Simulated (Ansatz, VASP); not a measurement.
## CsI: VASP beside Ansatz

Contents of INCAR:

```
ALGO = Normal
EDIFF = 1E-7
EDIFFG = -0.005
ENCUT = 500
GGA = CA
GGA_COMPAT = F
IBRION = 2
ISIF = 3
ISMEAR = 0
LASPH = T
LCHARG = F
LREAL = F
LWAVE = F
NELM = 120
NELMIN = 4
NSW = 70
PREC = Accurate
SIGMA = 0.02
```

KPOINTS

```
k-points
0
Gamma
  6 6 6
```

The input POSCAR:

```
CsI
1.0
    4.6660143501      0.0000000000      0.0000000000
    0.0000000000      4.6660143501      0.0000000000
    0.0000000000      0.0000000000      4.6660143501
Cs I
1 1
Direct
    0.0000000000      0.0000000000      0.0000000000
    0.5000000000      0.5000000000      0.5000000000
```

Input for Ansatz:

```yaml
crystal:
  lattice:
    - [4.6660143501, 0.0, 0.0]
    - [0.0, 4.6660143501, 0.0]
    - [0.0, 0.0, 4.6660143501]
  atoms:
    - { symbol: Cs, position: [0.0, 0.0, 0.0] }
    - { symbol: I, position: [0.5, 0.5, 0.5] }
basis:
  ecutwfc: 420
kpoints:
  mp_grid: { grid: [6, 6, 6] }
hamiltonian:
  xc: lda
scf:
  occupations: { method: gaussian, width: 0.02 }
output:
  forces: true
  stress: true
  eigenvalues: true
relax:
  adjacent_minimum: "off"
  f_tol: 0.005
  max_steps: 50
  cell: { stress_tol: 0.05 }
```

Alike in both runs: task relaxation of cell and atoms; functional LDA; k mesh 6 × 6 × 6; occupations gaussian, width 0.02 eV; no spin polarisation.

|  | VASP | Ansatz |
| --- | --- | --- |
| version | VASP 6.6.1 | Ansatz 0.2.0 |
| potentials or method | VASP PAW LDA potentials, release 64 (Cs_sv, I), cutoff 500 eV | scalar-relativistic, plane waves, PAW |
| valence electrons in the cell | 16 | 26 |

|  | VASP | Ansatz | Ansatz less VASP |
| --- | --- | --- | --- |
| gap on the k mesh at the Fermi level, each at its own relaxed structure (eV) | 3.78 | 3.81 | +0.026 |
| relaxed volume (Å³/atom) | 42.85 | 42.66 | -0.192 |
| relaxed cell length with the largest relative difference (Å) | 4.409 | 4.402 | -0.0066 |

LDA's correlation is that of Perdew and Zunger in VASP and of Perdew and Wang (1992) in Ansatz. VASP's potentials hold 16 valence electrons a cell and Ansatz's 26, so a difference there can come from the potentials and not from the codes.

Spin-orbit coupling is off throughout. Noted on VASP's run: the volume moved by over 15 % at a fixed basis, so the end points are rough.
